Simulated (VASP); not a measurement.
# SrCl2 (Fm-3m) in VASP: notebook, part 2 of 2

VASP 6.6.1.

## Step 3: Electric field gradients, PBE

INCAR

```
SYSTEM = SrCl2
PREC     = Accurate       ! precision mode
ENCUT    = 520            ! plane-wave cutoff, eV
EDIFF    = 1E-8           ! SCF threshold, eV
ISMEAR   = -1             ! smearing method
SIGMA    = 0.01           ! smearing width, eV
LREAL    = .False.        ! projectors in reciprocal space
LASPH    = .True.         ! aspherical terms in the spheres
NELM     = 100            ! most SCF steps
ALGO     = Normal         ! electronic algorithm
ISIF     = 2              ! what is computed and relaxed
LWAVE    = .False.        ! write WAVECAR
LCHARG   = .False.        ! write CHGCAR
GGA      = PE             ! functional
LEFG     = .True.       
NBANDS   = 19             ! bands
```

KPOINTS

```
Automatic mesh
0
Gamma
  8 8 8
  0 0 0
```

POSCAR

```
SrCl2
1.0
    0.0000000000      3.4855000000      3.4855000000
    3.4855000000      0.0000000000      3.4855000000
    3.4855000000      3.4855000000      0.0000000000
Sr Cl
1 2
Direct
    0.0000000000      0.0000000000      0.0000000000
    0.2500000000      0.2500000000      0.2500000000
    0.7500000000      0.7500000000      0.7500000000
```

Potentials or basis: VASP PAW PBE potentials, release 64 (Sr_sv, Cl).

Launch:

```console
> cat potpaw_PBE.64/Sr_sv/POTCAR potpaw_PBE.64/Cl/POTCAR > POTCAR
> mpirun -np 1 vasp_std > vasp.out
```

OUTCAR:

```text
SYSTEM = SrCl2
   PREC = Accurate
   ENCUT = 520
   EDIFF = 1E-8
   ISMEAR = -1
   LREAL = .False.
   LASPH = .True.
   NELM = 100
   ISIF = 2
   GGA = PE

 ion  position               nearest neighbor table
   1  0.000  0.000  0.000-   3 3.02   3 3.02   3 3.02   2 3.02   3 3.02   2 3.02   2 3.02   2 3.02

   2  0.250  0.250  0.250-   1 3.02   1 3.02   1 3.02   1 3.02
   3  0.750  0.750  0.750-   1 3.02   1 3.02   1 3.02   1 3.02

  LATTYP: Found a face centered cubic cell.
 ALAT       =     6.9710000000

  Lattice vectors:

 A1 = (   0.0000000000,   3.4855000000,   3.4855000000)
 A2 = (   3.4855000000,   0.0000000000,   3.4855000000)
 A3 = (   3.4855000000,   3.4855000000,   0.0000000000)

Analysis of symmetry for initial positions (statically):
=====================================================================
 Subroutine PRICEL returns:
 Original cell was already a primitive cell.

 Routine SETGRP: Setting up the symmetry group for a
 face centered cubic supercell.

 Subroutine GETGRP returns: Found 48 space group operations
[... 9 lines left out ...]

 Routine SETGRP: Setting up the symmetry group for a
 face centered cubic supercell.

 Subroutine GETGRP returns: Found 48 space group operations
[... 11 lines left out ...]
                                     Primitive cell

  volume of cell :      84.6887

  direct lattice vectors                    reciprocal lattice vectors
     0.000000000  3.485500000  3.485500000    -0.143451442  0.143451442  0.143451442
     3.485500000  0.000000000  3.485500000     0.143451442 -0.143451442  0.143451442
     3.485500000  3.485500000  0.000000000     0.143451442  0.143451442 -0.143451442

  length of vectors
[... 136 lines left out ...]
 fundamental gap:      5.3477517861
 Fermi energy:         0.4078774322

 k-point     1 :       0.0000    0.0000    0.0000
  band No.  band energies     occupation
      1     -32.7100      2.00000
      2     -14.7027      2.00000
      3     -14.7027      2.00000
      4     -14.7027      2.00000
      5     -13.1443      2.00000
      6     -12.2893      2.00000
[... 505 lines left out ...]
      6     -12.4178      2.00000
[... 11 lines left out ...]
     18       9.1445      0.00000
     19       9.5577      0.00000

 [... further k-points ...]
[... 5 lines left out ...]
  --------------------------------------------------------------------------------------
  -------------------------------------------------------------------------------------
  Total        0.6195331      0.6195331      0.6195331     -0.0000000     -0.0000000      0.0000000
  in kB       11.7206008     11.7206008     11.7206008     -0.0000000     -0.0000000      0.0000000
  external PRESSURE =      11.7206008 kB  Pullay stress =       0.0000000 kB

 VOLUME and BASIS-vectors are now :
 -----------------------------------------------------------------------------
  energy-cutoff  :      520.00
  volume of cell :       84.69
      direct lattice vectors                 reciprocal lattice vectors
     0.000000000  3.485500000  3.485500000    -0.143451442  0.143451442  0.143451442
     3.485500000  0.000000000  3.485500000     0.143451442 -0.143451442  0.143451442
     3.485500000  3.485500000  0.000000000     0.143451442  0.143451442 -0.143451442

 POSITION                                       TOTAL-FORCE (eV/Angst)
 -----------------------------------------------------------------------------------
      0.00000      0.00000      0.00000        -0.000000      0.000000      0.000000
      1.74275      1.74275      1.74275        -0.000000     -0.000000     -0.000000
      5.22825      5.22825      5.22825         0.000000      0.000000      0.000000
 -----------------------------------------------------------------------------------
    total drift:                               -0.000000     -0.000000      0.000000

  FREE ENERGIE OF THE ION-ELECTRON SYSTEM (eV)
  ---------------------------------------------------
  free  energy   TOTEN  =       -12.7808037047 eV

  energy  without entropy=      -12.7808037047  energy(sigma->0) =      -12.78080370

 Electric field gradients (V/A^2)
---------------------------------------------------------------------
 ion       V_xx      V_yy      V_zz      V_xy      V_xz      V_yz
---------------------------------------------------------------------
   1      -0.000     0.000    -0.000    -0.000    -0.000    -0.000
   2       0.000     0.000     0.000     0.000     0.000     0.000
   3       0.000     0.000     0.000     0.000     0.000     0.000
---------------------------------------------------------------------

 Electric field gradients after diagonalization (V/A^2)
 (convention: |V_zz| > |V_xx| > |V_yy|)
----------------------------------------------------------------------
 ion       V_xx      V_yy      V_zz     asymmetry (V_yy - V_xx)/ V_zz
----------------------------------------------------------------------
   1       0.000     0.000    -0.000       0.000
   2      -0.000    -0.000     0.000       0.000
   3      -0.000    -0.000     0.000       0.000
----------------------------------------------------------------------

           NMR quadrupolar parameters

 Cq : quadrupolar parameter    Cq=e*Q*V_zz/h
 eta: asymmetry parameters     (V_yy - V_xx)/ V_zz
 Q  : nuclear electric quadrupole moment in mb (millibarn)
----------------------------------------------------------------------
 ion       Cq(MHz)       eta       Q (mb)
----------------------------------------------------------------------
   1      -0.000       0.000       1.000
   2       0.000       0.000       1.000
   3       0.000       0.000       1.000
----------------------------------------------------------------------
```

OSZICAR:

```text
N       E                     dE             d eps       ncg     rms          rms(c)
DAV:   1     0.136511253079E+03    0.13651E+03   -0.11441E+04  1102   0.113E+03
DAV:   2    -0.427731881736E+01   -0.14079E+03   -0.13689E+03  1445   0.220E+02
DAV:   3    -0.128269684279E+02   -0.85496E+01   -0.85235E+01  1512   0.539E+01
DAV:   4    -0.130531226593E+02   -0.22615E+00   -0.22580E+00  1734   0.761E+00
DAV:   5    -0.130564199288E+02   -0.32973E-02   -0.32971E-02  1548   0.823E-01    0.130E+01
DAV:   6    -0.127627004408E+02    0.29372E+00   -0.58723E-01  1247   0.431E+00    0.834E+00
DAV:   7    -0.127725743291E+02   -0.98739E-02   -0.36470E-01  1486   0.363E+00    0.213E+00
DAV:   8    -0.127783627162E+02   -0.57884E-02   -0.54625E-02  1245   0.129E+00    0.414E-01
DAV:   9    -0.127793235715E+02   -0.96086E-03   -0.19843E-03  1418   0.267E-01    0.150E-01
DAV:  10    -0.127806822257E+02   -0.13587E-02   -0.96483E-04  1171   0.182E-01    0.386E-02
DAV:  11    -0.127807804453E+02   -0.98220E-04   -0.66172E-05  1427   0.459E-02    0.426E-02
DAV:  12    -0.127808027646E+02   -0.22319E-04   -0.25258E-05  1189   0.255E-02    0.670E-03
DAV:  13    -0.127808036668E+02   -0.90215E-06   -0.11374E-06  1466   0.613E-03    0.494E-03
DAV:  14    -0.127808036657E+02    0.10505E-08   -0.40835E-07  1248   0.396E-03    0.168E-03
DAV:  15    -0.127808036511E+02    0.14666E-07   -0.26315E-08  1477   0.965E-04    0.498E-04
DAV:  16    -0.127808037070E+02   -0.55902E-07   -0.29510E-09   996   0.400E-04    0.167E-04
DAV:  17    -0.127808037047E+02    0.22544E-08   -0.32226E-10   737   0.141E-04
   1 F= -.12780804E+02 E0= -.12780804E+02  d E =-.125887E-12
```

Run time: 40 s. Hardware: 1 thread of Intel Xeon 6975P-C, shared host; peak memory 0.25 GiB.

What came out:

```
Free energy            : -12.7808 eV
Pressure               : 1.2 GPa
Band gap on the k mesh : 5.35 eV, indirect (least direct gap 5.50 eV)
```

Caveat: without QUAD_EFG the Cq values of the log hold for a quadrupole moment of 1 mb, not for the nuclei. A k mesh can miss the band edges.

## Step 4: Density of states, PBE

POSCAR is that of step 3.

INCAR.step1

```
SYSTEM = SrCl2
ALGO = Normal
EDIFF = 1E-6
ENCUT = 520
GGA = PE
ISIF = 2
ISMEAR = -1
LASPH = .TRUE.
LCHARG = .TRUE.
LREAL = .FALSE.
LWAVE = .FALSE.
NBANDS = 19
NELM = 60
PREC = Accurate
SIGMA = 0.01
```

KPOINTS.step1

```
k-points
0
G
  8 8 8
  0 0 0
```

INCAR.step2

```
SYSTEM = SrCl2
ALGO = Normal
EDIFF = 1E-6
ENCUT = 520
GGA = PE
ICHARG = 11
ISIF = 2
ISMEAR = -5
LASPH = .TRUE.
LCHARG = .FALSE.
LORBIT = 11
LREAL = .FALSE.
LWAVE = .FALSE.
NEDOS = 1001
NELM = 60
PREC = Accurate
SIGMA = 0.01
```

KPOINTS.step2

```
k-points
0
G
  12 12 12
  0 0 0
```

Launch:

```console
> cat potpaw_PBE.64/Sr_sv/POTCAR potpaw_PBE.64/Cl/POTCAR > POTCAR
> cp INCAR.step1 INCAR
> cp KPOINTS.step1 KPOINTS
> mpirun -np 1 vasp_std > vasp.out
> cp INCAR.step2 INCAR
> cp KPOINTS.step2 KPOINTS
> mpirun -np 1 vasp_std > vasp.out
```

It took 89 s on 1 thread of Intel Xeon 6975P-C, shared host; peak memory 0.28 GiB.

It converged, with:

| Item | Value |
| --- | --- |
| Valence electrons inside the program's atomic spheres | Sr 7.93; Cl 5.18 |

Levels at points of the mesh, in eV from the valence-band top:
| k point | band 8 | band 9 | band 10 | band 11 | band 12 | band 13 | band 14 | band 15 | band 16 |
| --- | --- | --- | --- | --- | --- | --- | --- | --- | --- |
| (0.00, 0.00, 0.00) | -2.13 | -2.13 | -0.34 | -0.34 | -0.34 | 5.35 | 6.10 | 6.10 | 9.04 |
| (0.50, 0.00, 0.00) | -1.57 | -1.50 | -1.32 | -1.05 | -1.05 | 6.71 | 6.71 | 7.52 | 7.87 |
| (0.50, 0.50, 0.00) | -1.88 | -1.88 | -0.41 | -0.41 | 0.00 | 5.50 | 7.04 | 7.61 | 8.01 |
